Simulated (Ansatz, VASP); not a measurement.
## One calculation of TaSi2, two programs

```xyz
9
Lattice="4.7800 0.0000 0.0000 -2.3900 4.1396 0.0000 0.0000 0.0000 6.5640" Properties=species:S:1:pos:R:3 pbc="T T T"
Ta    2.3900    0.0000    3.2820
Ta    1.1950    2.0698    5.4700
Ta   -1.1950    2.0698    1.0940
Si    0.0000    1.3797    3.2820
Si    3.5851    0.6899    5.4700
Si    1.1951    3.4497    1.0940
Si    2.3900    2.7599    3.2820
Si   -1.1951    3.4497    5.4700
Si    1.1949    0.6899    1.0940
```

Alike in both runs: task relaxation of cell and atoms; functional PBE; k mesh 6 × 6 × 4; occupations gaussian, width 0.1 eV; no spin polarisation.

|  | VASP | Ansatz |
| --- | --- | --- |
| version | VASP 6.6.1 | Ansatz 0.2.0 |
| potentials or method | VASP PAW PBE potentials, release 64 (Ta_pv, Si), cutoff 600 eV | scalar-relativistic, plane waves, PAW |
| valence electrons in the cell | 57 | 63 |

Ansatz gave:

```
gap on the k mesh at the Fermi level, each at its own relaxed structure (eV) : none
relaxed volume (Å³/atom)                                                     : 14.68
relaxed cell length with the largest relative difference (Å)                 : 6.608
```

Q: Which values does VASP return?

A: gap on the k mesh at the Fermi level, each at its own relaxed structure (eV): none; relaxed volume (Å³/atom): 14.67; relaxed cell length with the largest relative difference (Å): 6.599.

A gap of «none» marks a metal or a gap that the smearing closes. VASP's potentials hold 57 valence electrons a cell and Ansatz's 63, so a difference there can come from the potentials and not from the codes.

Neither program's run includes spin-orbit coupling.
